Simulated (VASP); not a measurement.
## PtS2: single point with PBE

Crystal: PtS2.

```xyz
3
Lattice="3.8990 0.0000 0.0000 -1.9495 3.3767 0.0000 0.0000 0.0000 5.9039" Properties=species:S:1:pos:R:3 pbc="T T T"
Pt    0.0000    0.0000    0.0000
S     0.0000    2.2511    1.0543
S     1.9495    1.1256    4.8497
```

| Property | Result |
| --- | --- |
| Program | VASP 6.6.1 |
| Task | single point |
| Functional | PBE |
| Potentials or basis | VASP PAW PBE potentials, release 64 (Pt, S) |
| Cutoff | 520 eV |
| k mesh | 12 × 12 × 6 |
| Occupations | gaussian, width 0.05 eV |
| Spin | no spin polarisation |

```yaml
Pressure: -8.4 GPa
Largest_force: 0.019 eV/Å
Band_gap_on_the_k_mesh: 0.82 eV (least direct gap 0.83 eV)
```

Forces in eV/Å, atoms in the order of the input:
```
Pt   0.000  0.000  0.000
S    0.000  0.000 -0.019
S    0.000  0.000  0.019
```

Stress tensor (GPa, compression positive):
```
-12.53   0.00   0.00
  0.00 -12.53   0.00
  0.00   0.00  -0.25
```

Levels at points of the mesh, in eV from the valence-band top:
```csv
k point,band 7,band 8,band 9,band 10,band 11,band 12,band 13,band 14,band 15,band 16
"(0.00, 0.00, 0.00)",-2.90,-1.03,-1.03,-0.94,-0.51,2.24,2.24,4.18,5.53,7.51
"(0.50, 0.00, 0.00)",-3.01,-2.66,-2.59,-1.77,-1.32,1.42,2.30,4.99,6.67,8.31
"(0.00, 0.00, 0.50)",-2.90,-1.25,-1.05,-1.05,-0.78,2.29,2.29,5.25,5.69,7.12
"(0.50, 0.00, 0.50)",-2.97,-2.67,-2.55,-1.82,-0.93,1.42,2.18,5.06,6.23,8.42
```

It took 94 s on 1 thread of AMD EPYC 7R13 Processor (Zen 3), with other jobs on the host, peak memory 0.26 GiB.

Caveat: the stress differs along the axes, from -13 to -0 GPa; spin-orbit coupling is left out, which moves the levels of the heavy elements; this functional lacks dispersion, which binds layers or chains, so the pressure and a relaxed spacing across them are unreliable. A k mesh can miss the band edges.
